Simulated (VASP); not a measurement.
Runs of VASP 6.6.1 on Mo. The structure is that of space group Im-3m (No. 229), or close to it. The cells are those of the table. 

```tsv
cell	gap on the mesh (eV)	pressure (GPa)
a = 2.698 Å, angles 109.5°, 1 atom	none	(b)
a = 2.779 Å, angles 109.5°, 1 atom	none	(a)
a = 2.670 Å, angles 109.5°, 1 atom	none	23.2
a = 2.725 Å, angles 109.5°, 1 atom	none	3.7
a = 2.752 Å, angles 109.5°, 1 atom	none	-3.8
```

Alike in all rows: task single point; level PBE; potentials or basis VASP PAW PBE potentials, release 64 (Mo_sv); no spin polarisation; k mesh 13 × 13 × 13; cutoff (eV) 500; smearing gaussian 0.05 eV.

Fill in the values left out.

(a) -10.2; (b) 12.6.

A k mesh can miss the band edges, and the runs leave out spin-orbit coupling on Mo.

A gap of «none» marks levels without a gap at the run's occupations.
